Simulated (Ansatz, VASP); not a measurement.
# TaTl3Ag3: VASP beside Ansatz

```
Ta Tl Ag
1.0
     6.22368    0.00000    0.00000
    -3.11184    5.38987    0.00000
     0.00000    0.00000    4.81079
Ta Tl Ag
1 3 3
Direct
  0.66667 0.33333 0.50000
  0.16954 0.83046 0.50000
  0.16954 0.33907 0.50000
  0.66093 0.83046 0.50000
  0.82179 0.17821 0.00000
  0.82179 0.64358 0.00000
  0.35642 0.17821 0.00000
```

Alike in both runs: functional PBE; k mesh 6 × 6 × 8; occupations gaussian, width 0.1 eV; no spin polarisation.

Ansatz relaxed the structure, and its values are those at the end. VASP's run is a single point on that final structure, the one shown.

|  | VASP | Ansatz |
| --- | --- | --- |
| version | VASP 6.6.1 | Ansatz 0.2.0 |
| potentials or method | VASP PAW PBE potentials, release 64 (Ta_pv, Tl_d, Ag), cutoff 520 eV | scalar-relativistic, plane waves, PAW |
| valence electrons in the cell | 83 | 109 |

```csv
,VASP,Ansatz,Ansatz less VASP
gap on the k mesh at the Fermi level (eV),none,none,-
pressure (GPa),0.0,0.0,+0.03
```

A gap of «none» marks a metal or a gap that the smearing closes. The functional is the same, so the differences come from potentials, cutoffs and numerics. VASP's potentials hold 83 valence electrons a cell and Ansatz's 109, so a difference there can come from the potentials and not from the codes.

Spin-orbit coupling is off throughout.
